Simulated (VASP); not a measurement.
# Ta11Si24 (a cell with a defect) in VASP: a series of runs

Ta11Si24 (a cell with a defect) is run at these levels: LDA; tasks: single point.

Program: VASP 6.6.1. These are calculated values, not measurements. Logs are shortened: lines on timing, memory, paths and dates and some standing lists are left out, and cuts for length are marked.

## (1) The cell of the first run

The cell holds a defect, 35 atoms: a = 8.120 Å, b = 8.120 Å, c = 9.560 Å, α = 72.88°, β = 72.88°, γ = 61.30°.

## (2) Single point, LDA

INCAR

```
SYSTEM = Ta11Si24
PREC = Accurate ; ENCUT = 520
EDIFF = 1E-7 ; ISMEAR = 0
SIGMA = 0.02 ; LREAL = Auto
LASPH = .TRUE. ; NELM = 80
ALGO = Normal ; ISIF = 2
LWAVE = .FALSE. ; LCHARG = .FALSE.
GGA = CA ; NBANDS = 132
NELECT = 218.0
```

KPOINTS

```
regular mesh
0
G
  2 2 1
  0 0 0
```

POSCAR

```
Ta11Si24
1.0
   -2.3900000000      4.1396010000      6.5640000000
    4.7800000000      0.0000000000      6.5640000000
    4.7800000000      8.2792030000      0.0000000000
Ta Si
11 24
Direct
   -0.0050672569      0.5055966597     -0.0047907484
    0.4205669089      0.4154504586      0.0393744185
    0.0014938331      0.4969799634      0.4978633967
    0.4201100277      0.4098038968      0.5425391924
    0.3319350622      0.8318764857      0.5844908362
    0.3675659651     -0.0893816263      0.1460294624
    0.9240480551      0.9131577646      0.2914355098
    0.8282616367      0.3380713920      0.3377629828
    0.5007320188      0.0012838252      0.7505447365
    0.9225598482      0.9144806759      0.7908392064
    0.8358185233      0.3334418362      0.8372199359
    0.3227162503      0.2036242433      0.9643686098
    0.0965712502      0.7465519979      0.0465428322
    0.1346891112      0.0166178662      0.3699597438
    0.1721667907      0.3195279076      0.2443293371
    0.7427319483      0.0777129024      0.0536511889
    0.0078874384      0.1635842252      0.0870603308
    0.3348574037      0.1644245890      0.4897047405
    0.0760445803      0.7473620315      0.5460742754
    0.1694394327     -0.0018260871      0.8425765566
    0.1672941237      0.3287747367      0.7421608189
    0.7565885279      0.0756436476      0.5418520808
    0.0041183969      0.1666020480      0.5902284894
    0.8313584447      0.6724192823      0.2388678899
    0.5835056918      0.2364056427      0.2862116383
    0.6643738829      0.5060961049      0.5916918826
    0.6685352600      0.8342825340      0.5000618742
    0.2588541872      0.5897881040      0.2800762281
    0.5124968603      0.6522199283      0.3475172048
    0.8263761295      0.6695085444      0.7412600643
    0.5862406699      0.2570399517      0.7863517221
    0.6595267928      0.5074707697      0.0941244259
    0.6859412651      0.8227487106     -0.0116289149
    0.2574559172      0.5756085252      0.7901014418
    0.4995471768      0.6629730852      0.8305412982
```

Potentials or basis: VASP PAW LDA potentials, release 64 (Ta_pv, Si).

Started as:

```sh
cat potpaw_LDA.64/Ta_pv/POTCAR potpaw_LDA.64/Si/POTCAR > POTCAR
mpirun -np 1 vasp_std > vasp.out
```

OUTCAR:

```text
SYSTEM = Ta11Si24
   PREC = Accurate
   ENCUT = 520
   EDIFF = 1E-7
   ISMEAR = 0
   LREAL = Auto
   LASPH = .TRUE.
   NELM = 80
   ISIF = 2
   GGA = CA
   NELECT = 218.0

 ion  position               nearest neighbor table
   1  0.995  0.506  0.995-  33 2.59  34 2.60  32 2.60  17 2.61  12 2.62  13 2.67  24 2.71  15 2.80
                            30 2.80  21 2.83  11 3.17  10 3.19   2 3.30   8 3.31
   2  0.421  0.415  0.039-  12 2.55  35 2.56  15 2.61  32 2.61  13 2.71  28 2.72  25 2.72  16 2.74
                            34 2.74  31 2.75  11 3.21   1 3.30
   3  0.001  0.497  0.498-  23 2.56  19 2.57  26 2.59  28 2.70  21 2.71  30 2.73  18 2.76  27 2.77
                            15 2.83  24 2.85   8 3.19   7 3.24   4 3.26  11 3.27
   4  0.420  0.410  0.543-  29 2.52  21 2.56  18 2.61  26 2.65  31 2.71  34 2.74  22 2.78  19 2.82
                            25 2.84  28 2.84   8 3.19   9 3.19   3 3.26   5 3.27
   5  0.332  0.832  0.584-  34 2.58  18 2.59  14 2.61  27 2.62  19 2.62  29 2.71  26 2.73  35 2.73
                            23 2.74  20 2.83  10 3.19   9 3.27   4 3.27
   6  0.368  0.911  0.146-  12 2.43  33 2.46  14 2.46  29 2.47  17 2.76  28 2.96  32 3.06  15 3.21
                             7 3.45   9 3.57
   7  0.924  0.913  0.291-  17 2.57  14 2.59  27 2.60  24 2.62  13 2.72  16 2.72  28 2.73  19 2.74
                            22 2.75  25 2.75   3 3.24   8 3.29   6 3.45
   8  0.828  0.338  0.338-  22 2.60  24 2.61  29 2.61  15 2.61  14 2.62  25 2.70  32 2.72  26 2.80
                            17 2.80  23 2.82   4 3.19   3 3.19   7 3.29   1 3.31
   9  0.501  0.001  0.751-  20 2.58  22 2.59  31 2.62  35 2.63  12 2.63  30 2.72  21 2.74  33 2.74
                            27 2.77  18 2.85   4 3.19   5 3.27  10 3.27   6 3.57
  10  0.923  0.914  0.791-  33 2.49  23 2.56  20 2.61  30 2.66  19 2.72  22 2.75  34 2.79  31 2.81
                            13 2.84  16 2.85   5 3.19   1 3.19  11 3.27   9 3.27
  11  0.836  0.333  0.837-  21 2.56  30 2.58  31 2.59  16 2.69  23 2.74  26 2.74  35 2.76  20 2.77
                            17 2.78  32 2.85   1 3.17   2 3.21  10 3.27   3 3.27
  12  0.323  0.204  0.964-   6 2.43  31 2.44  21 2.49   2 2.55  17 2.61   1 2.62   9 2.63  15 2.83
                            34 2.86  33 3.09  20 3.11
  13  0.097  0.747  0.047-  20 2.54  24 2.58  28 2.61   1 2.67   2 2.71   7 2.72  34 2.83  10 2.84
                            16 2.84
  14  0.135  0.017  0.370-  23 2.45   6 2.46  19 2.49  15 2.52   7 2.59   5 2.61   8 2.62  17 2.89
                            22 2.90  18 3.03  29 3.08
  15  0.172  0.320  0.244-  14 2.52   2 2.61   8 2.61  18 2.71  28 2.74   1 2.80  12 2.83   3 2.83
                            24 2.87  17 3.09   6 3.21
  16  0.743  0.078  0.054-  25 2.58  33 2.60  17 2.68  11 2.69   7 2.72   2 2.74  13 2.84  10 2.85
[... 17 lines left out ...]
  25  0.584  0.236  0.286-  18 2.52  16 2.58  32 2.62   8 2.70   2 2.72   7 2.75  28 2.81  22 2.83
                             4 2.84
  26  0.664  0.506  0.592-  31 2.51  27 2.56   3 2.59  35 2.63   4 2.65  29 2.65   5 2.73  11 2.74
                             8 2.80  23 2.81  30 3.07
  27  0.669  0.834  0.500-  22 2.55  26 2.56   7 2.60   5 2.62  30 2.65  18 2.75   9 2.77   3 2.77
                            24 2.83
  28  0.259  0.590  0.280-  13 2.61  29 2.63   3 2.70   2 2.72   7 2.73  15 2.74  25 2.81   4 2.84
                            19 2.86   6 2.96  32 3.07
  29  0.512  0.652  0.348-   6 2.47   4 2.52  24 2.56   8 2.61  28 2.63  26 2.65  32 2.70   5 2.71
                            14 3.08
  30  0.826  0.670  0.741-  19 2.51  35 2.56  11 2.58  27 2.65  10 2.66  33 2.69   9 2.72   3 2.73
                             1 2.80  21 2.82  26 3.07
  31  0.586  0.257  0.786-  12 2.44  26 2.51  11 2.59   9 2.62  34 2.68   4 2.71   2 2.75  22 2.78
                            10 2.81  16 2.87
  32  0.660  0.507  0.094-  33 2.55   1 2.60   2 2.61  25 2.62  29 2.70   8 2.72  11 2.85  35 2.85
                            17 2.87   6 3.06  28 3.07  24 3.11
  33  0.686  0.823  0.988-   6 2.46  10 2.49  32 2.55   1 2.59  16 2.60  24 2.68  30 2.69   9 2.74
                            12 3.09
  34  0.257  0.576  0.790-  35 2.54   5 2.58   1 2.60  21 2.63  31 2.68   4 2.74   2 2.74  19 2.77
                            10 2.79  13 2.83  12 2.86
  35  0.500  0.663  0.831-  34 2.54  30 2.56   2 2.56  26 2.63   9 2.63   5 2.73  20 2.76  11 2.76
                            32 2.85

  LATTYP: Found a base centered monoclinic cell.
 ALAT       =    13.9711409856
 B/A-ratio  =     0.5925931643
 C/A-ratio  =     0.6842676723
 COS(beta)  =    -0.3421338051

  Lattice vectors:

 A1 = (   2.3900000000,  -4.1396010000,  -6.5640000000)
 A2 = (  -4.7800000000,   0.0000000000,  -6.5640000000)
 A3 = (   4.7800000000,   8.2792030000,   0.0000000000)

Analysis of symmetry for initial positions (statically):
=====================================================================
 Subroutine PRICEL returns:
 Original cell was already a primitive cell.

 Routine SETGRP: Setting up the symmetry group for a
 base centered monoclinic supercell.

 Subroutine GETGRP returns: Found  1 space group operations
 (whereof  1 operations were pure point group operations)
 out of a pool of  4 trial point group operations.

[... 146 lines left out ...]
|                                                                             |
 -----------------------------------------------------------------------------

 Subroutine IBZKPT returns following result:
 ===========================================

 Found      4 irreducible k-points:

 Following reciprocal coordinates:
            Coordinates               Weight
  0.000000  0.000000  0.000000      1.000000
  0.500000  0.000000  0.000000      1.000000
  0.000000  0.500000 -0.000000      1.000000
  0.500000  0.500000  0.000000      1.000000
   k-points           NKPTS =      4   k-points in BZ     NKDIM =      4   number of bands    NBANDS=    132
   number of dos      NEDOS =    301   number of ions     NIONS =     35
   total plane-waves  NPLWV = 259200
   dimension x,y,z NGX =    60 NGY =   60 NGZ =   72
   dimension x,y,z NGXF=   120 NGYF=  120 NGZF=  144
   ions per type =              11  24
   NGX,Y,Z   is equivalent  to a cutoff of  12.28, 12.28, 12.52 a.u.
   NGXF,Y,Z  is equivalent  to a cutoff of  24.57, 24.57, 25.04 a.u.
 SYSTEM =  Ta11Si24
   PREC   = accura    normal or accurate (medium, high low for compatibility)
   ISTART =      0    job   : 0-new  1-cont  2-samecut
   ICHARG =      2    charge: 1-file 2-atom 10-const
   ISPIN  =      1    spin polarized calculation?
   LNONCOLLINEAR =      F non collinear calculations
   LSORBIT =      F    spin-orbit coupling
   LASPH  =      T    aspherical Exc in radial PAW
   ENCUT  =  520.0 eV  38.22 Ry    6.18 a.u.  15.10 15.10 17.78*2*pi/ulx,y,z
   NELM   =     80;   NELMIN=  2; NELMDL= -5     # of ELM steps
   EDIFF  = 0.1E-06   stopping-criterion for ELM
   LREAL  =      T    real-space projection
   EDIFFG = 0.1E-05   stopping-criterion for IOM
   NSW    =      0    number of steps for IOM
   IBRION =     -1    ionic relax: 0-MD 1-quasi-New 2-CG
   NFREE  =      0    steps in history (QN), initial steepest desc. (CG)
   ISIF   =      2    stress and relaxation
   ISYM   =      2    0-nonsym 1-usesym 2-fastsym
   POTIM  = 0.5000    time-step for ionic-motion
   TEBEG  =    0.0;   TEEND  =   0.0 temperature during run
   PSTRESS=    0.0 pullay stress
   NELECT =     218.0000    total number of electrons
   NUPDOWN=      -1.0000    fix difference up-down
   EMIN   =  10.00;   EMAX   =-10.00  energy-range for DOS
   EFERMI =   0.00;   METHOD = LEGACY
   ISMEAR =     0;   SIGMA  =   0.02  broadening in eV -4-tet -1-fermi 0-gaus
   EFERMI_NEDOS =   21; number of points for ismear=-14 and -15
   IALGO  =     38    algorithm
   IMIX   =      4    mixing-type and parameters
     AMIX     =   0.40;   BMIX     =  1.00
     AMIX_MAG =   1.60;   BMIX_MAG =  1.00
  volume/ion in A,a.u.               =      14.84       100.17
  Fermi-wavevector in a.u.,A,eV,Ry     =   1.225619  2.316083 20.437868  1.502141
  Thomas-Fermi vector in A             =   2.360650
   LORBIT       =      0    0 simple, 1 ext, 2 COOP (PROOUT), +10 PAW based schemes
   GGA     = CA    functional components
   LHFCALC =     F    Hartree Fock is set to
   AEXX    =    0.0000 exact exchange contribution
   IVDW    =     0    specifies the selected vdW correction
   LEPSILON=     F    determine dielectric tensor
   LRPA    =     F    only Hartree local field effects (RPA)
 non-spin polarized calculation
 Gauss-broadening in eV      SIGMA  =   0.02
  energy-cutoff  :      520.00
  volume of cell :      519.54
 maximum number of plane-waves:     14043
   NGX = 31   NGY = 31   NGZ = 35

 number of electron     217.9999998 magnetization

 Free energy of the ion-electron system (eV)
  ---------------------------------------------------
  ext. energy  EPLUGINS =         0.00000000
  ---------------------------------------------------
  free energy    TOTEN  =      -287.17517056 eV

  energy without entropy =     -287.17502649  energy(sigma->0) =     -287.17509852

 E-fermi :   9.0530     XC(G=0): -11.9992

 val. band max:        9.0146566072   @ k =   0.5000   0.5000   0.0000
 cond. band min:       9.0913529449   @ k =   0.0000   0.0000   0.0000
 fundamental gap:      0.0766963376
 Fermi energy:         9.0530348063

 k-point     1 :       0.0000    0.0000    0.0000
  band No.  band energies     occupation
      1     -25.4960      2.00000
      2     -25.3340      2.00000
      3     -25.2709      2.00000
      4     -25.2641      2.00000
      5     -25.2245      2.00000
      6     -25.2160      2.00000
[... 485 lines left out ...]
    120      10.6954      0.00000
    121      10.8909      0.00000
 [bands above 121 left out]

------------------------ aborting loop because EDIFF is reached ----------------------------------------

  FORCE on cell =-STRESS in cart. coord.  units (eV):
  Direction    XX          YY          ZZ          XY          YZ          ZX
  --------------------------------------------------------------------------------------
  -------------------------------------------------------------------------------------
  Total        3.0686771     -6.1154177      9.3323217     -5.2688247     -5.3520232     -3.5414628
  in kB        9.4633911    -18.8591330     28.7796364    -16.2483530    -16.5049261    -10.9213993
  external PRESSURE =       6.4612982 kB  Pullay stress =       0.0000000 kB

 VOLUME and BASIS-vectors are now :
 -----------------------------------------------------------------------------
  energy-cutoff  :      520.00
  volume of cell :      519.54
      direct lattice vectors                 reciprocal lattice vectors
    -2.390000000  4.139601000  6.564000000    -0.104602514  0.060392288  0.076173068
     4.780000000  0.000000000  6.564000000     0.104602514 -0.060392288  0.076173063
     4.780000000  8.279203000  0.000000000     0.052301250  0.090588433 -0.038086529

 POSITION                                       TOTAL-FORCE (eV/Angst)
 -----------------------------------------------------------------------------------
      4.79596     12.35816      9.84947        -0.024538      0.019774      0.033118
      1.16891      2.06697      5.48762         0.133714     -0.038487      0.310473
      4.75178      4.12810      3.27198         0.076244      0.114685      0.081448
      3.54814      6.23088      5.44756        -0.063377     -0.027812      0.001824
      5.97691      6.21320      7.63926         0.207989      0.243818     -0.055192
      4.17229      2.73058      8.39000        -1.201047     -1.958219     -2.547183
[... 27 lines left out ...]
      5.91277      7.60717      5.46823        -0.015119      0.033048     -0.032868
      5.94508      8.94415      7.63078        -0.053147     -0.012419      0.069445
 -----------------------------------------------------------------------------------
    total drift:                                0.002603      0.011521      0.003701

  FREE ENERGIE OF THE ION-ELECTRON SYSTEM (eV)
  ---------------------------------------------------
  free  energy   TOTEN  =      -287.1751705590 eV

  energy  without entropy=     -287.1750264851  energy(sigma->0) =     -287.17509852
```

Run time: 16 min. Hardware: 1 thread of Intel Xeon Platinum 8488C (Sapphire Rapids), shared host; peak memory 0.49 GiB.

What came out:

- Free energy: -287.1752 eV
- Largest force: 3.430 eV/Å

Forces in eV/Å, atoms in the order of the input:
```
Ta  -0.025  0.020  0.033
Ta   0.134 -0.038  0.310
Ta   0.076  0.115  0.081
Ta  -0.063 -0.028  0.002
Ta   0.208  0.244 -0.055
Ta  -1.201 -1.958 -2.547
Ta  -0.004  0.052  0.088
Ta   0.008  0.119  0.065
Ta   0.030 -0.103  0.102
Ta   0.115  0.165  0.100
Ta   0.130  0.071  0.058
Si   0.007  0.426  0.275
Si   0.067  0.038 -0.057
Si  -0.128  0.097  0.348
Si  -0.026  0.117  0.061
Si   0.059  0.052  0.168
Si   0.083 -0.221 -0.151
Si  -0.054 -0.118 -0.049
Si   0.037 -0.012  0.095
Si   0.089  0.182  0.161
Si   0.024  0.143  0.061
Si  -0.007 -0.007  0.061
Si  -0.049 -0.044  0.030
Si  -0.114  0.126  0.192
Si   0.090 -0.086 -0.033
Si   0.019  0.017  0.003
Si   0.001 -0.054 -0.045
Si  -0.022  0.162  0.038
Si   0.165  0.057  0.225
Si   0.086  0.046  0.071
Si   0.055  0.045 -0.004
Si   0.104  0.105  0.090
Si   0.176  0.252  0.187
Si  -0.015  0.033 -0.033
Si  -0.053 -0.012  0.069
```

Levels at points of the mesh, in eV from the Fermi level:
| k point | band 107 | band 108 | band 109 | band 110 | band 111 | band 112 |
| --- | --- | --- | --- | --- | --- | --- |
| (0.00, 0.00, 0.00) | -0.53 | -0.37 | 0.04 | 0.08 | 0.25 | 0.47 |
| (0.50, 0.00, 0.00) | -0.40 | -0.25 | -0.10 | -0.08 | 0.18 | 0.30 |
| (0.00, 0.50, 0.00) | -0.26 | -0.22 | -0.09 | 0.10 | 0.20 | 0.33 |
| (0.50, 0.50, 0.00) | -0.21 | -0.06 | -0.04 | 0.23 | 0.32 | 0.49 |

Caveat: the k points lie up to 0.70 Å⁻¹ apart; the cell carries a net charge on a neutralising background, which shifts energy and pressure; the cell is charged against a uniform background, so pressure and absolute levels hang on convention; spin-orbit coupling is left out, which moves the levels of the heavy elements.

## (3) Single point, LDA

INCAR

```
PREC     = Accurate       # precision mode
ENCUT    = 520            # plane-wave cutoff, eV
EDIFF    = 1E-7           # SCF threshold, eV
ISMEAR   = 0              # smearing method
SIGMA    = 0.02           # smearing width, eV
LREAL    = Auto         
LASPH    = True           # aspherical terms in the spheres
NELM     = 80             # most SCF steps
ALGO     = Normal         # electronic algorithm
ISIF     = 2              # what is computed and relaxed
LWAVE    = False          # write WAVECAR
LCHARG   = True           # write CHGCAR
GGA      = CA             # functional
LELF     = True           # ELF
LVHAR    = True         
NBANDS   = 132            # bands
NELECT   = 218.0
```

KPOINTS

```
Automatic mesh
0
Gamma
  2 2 1
```

POSCAR

```
Ta11Si24
1.0
   -2.3900000000      4.1396010000      6.5640000000
    4.7800000000      0.0000000000      6.5640000000
    4.7800000000      8.2792030000      0.0000000000
Ta Si
11 24
Direct
   -0.0017834813      0.5041960347     -0.0027756414
    0.4161770829      0.4211033863      0.0405100505
    0.0018617780      0.4952707631      0.5030038497
    0.4203219724      0.4127542007      0.5388739403
    0.3337246881      0.8278219298      0.5834862302
    0.3297019967     -0.1666911801      0.0838961534
    0.9200873637      0.9200243060      0.2914425977
    0.8348899558      0.3328419150      0.3326854897
    0.5018703319      0.0027230563      0.7486476745
    0.9146424421      0.9168855895      0.7938427445
    0.8320180723      0.3330453037      0.8331610127
    0.3342620472      0.1650857590      1.0016101182
    0.0755005815      0.7572064569      0.0423785619
    0.1857576578     -0.0045781940      0.3273404957
    0.1681483144      0.3367494613      0.2521359930
    0.7364140842      0.0837330822      0.0539168469
    0.0020119530      0.1649079129      0.0757717038
    0.3325999443      0.1621273562      0.4934874695
    0.0734482643      0.7571713274      0.5406362776
    0.1639005182      0.0043339425      0.8383129694
    0.1692525446      0.3286776809      0.7537381312
    0.7603709400      0.0739866164      0.5404934142
    0.0016236592      0.1625941957      0.5799364623
    0.8321589442      0.6724184477      0.2447401039
    0.5814269503      0.2396927938      0.2874673341
    0.6642022562      0.5015584080      0.5869077828
    0.6662622135      0.8345414124      0.5000934601
    0.2582419591      0.5753709294      0.2936797573
    0.4986322219      0.6812558037      0.3309080060
    0.8292629175      0.6698708424      0.7463915787
    0.5748010437      0.2588698887      0.7920582482
    0.6644967726      0.5010835138      0.0906956256
    0.6635698684      0.8327473163      0.0114242288
    0.2569613119      0.5734009672      0.7916727850
    0.5031812547      0.6672186539      0.8274290864
```

Potentials or basis: VASP PAW LDA potentials, release 64 (Ta_pv, Si).

Started as:

```sh
cat potpaw_LDA.64/Ta_pv/POTCAR potpaw_LDA.64/Si/POTCAR > POTCAR
mpirun -np 1 vasp_std > vasp.out
```

It took 8.5 min on 1 thread of Intel Xeon Platinum 8124M at 3.00GHz (Skylake/Cascade Lake), shared host; peak memory 0.5 GiB.

It converged, with:

```yaml
Free_energy: -292.0915 eV
Largest_force: 0.023 eV/Å
```

Forces in eV/Å, atoms in the order of the input:
```
Ta  -0.001  0.004  0.005
Ta  -0.005 -0.003 -0.004
Ta   0.003 -0.012  0.002
Ta  -0.002  0.004 -0.006
Ta  -0.004 -0.018 -0.002
Ta  -0.009  0.010  0.010
Ta   0.005 -0.009 -0.014
Ta   0.007  0.003 -0.001
Ta  -0.009  0.004  0.008
Ta   0.008  0.009 -0.013
Ta  -0.003  0.000  0.000
Si   0.011 -0.007  0.002
Si  -0.001 -0.001  0.002
Si   0.009  0.007  0.018
Si  -0.007  0.021 -0.002
Si  -0.003  0.005 -0.009
Si  -0.015 -0.003 -0.008
Si  -0.013 -0.018  0.007
Si  -0.001  0.004  0.014
Si   0.017  0.006 -0.002
Si  -0.003  0.009  0.005
Si  -0.002 -0.008 -0.011
Si  -0.016  0.004  0.012
Si   0.009 -0.009 -0.003
Si   0.002 -0.002 -0.022
Si   0.012 -0.008  0.007
Si   0.002  0.013  0.002
Si  -0.003 -0.002  0.004
Si  -0.002 -0.006  0.014
Si   0.013 -0.012 -0.008
Si   0.008  0.011 -0.007
Si   0.011 -0.002  0.002
Si   0.001  0.004 -0.003
Si  -0.011  0.001 -0.003
Si  -0.011  0.001  0.003
```

Levels at points of the mesh, in eV from the Fermi level:
```
           k point  band 107  band 108  band 109  band 110  band 111  band 112
(0.00, 0.00, 0.00)     -0.52     -0.30     -0.17     -0.06      0.30      0.43
(0.50, 0.00, 0.00)     -0.57     -0.37     -0.04      0.04      0.20      0.30
(0.00, 0.50, 0.00)     -0.52     -0.43     -0.05      0.04      0.12      0.31
(0.50, 0.50, 0.00)     -0.22     -0.11      0.12      0.32      0.46      0.88
```

Caveat: the k points lie up to 0.70 Å⁻¹ apart; the cell carries a net charge on a neutralising background, which shifts energy and pressure; the cell is charged against a uniform background, so pressure and absolute levels hang on convention; spin-orbit coupling is left out, which moves the levels of the heavy elements.
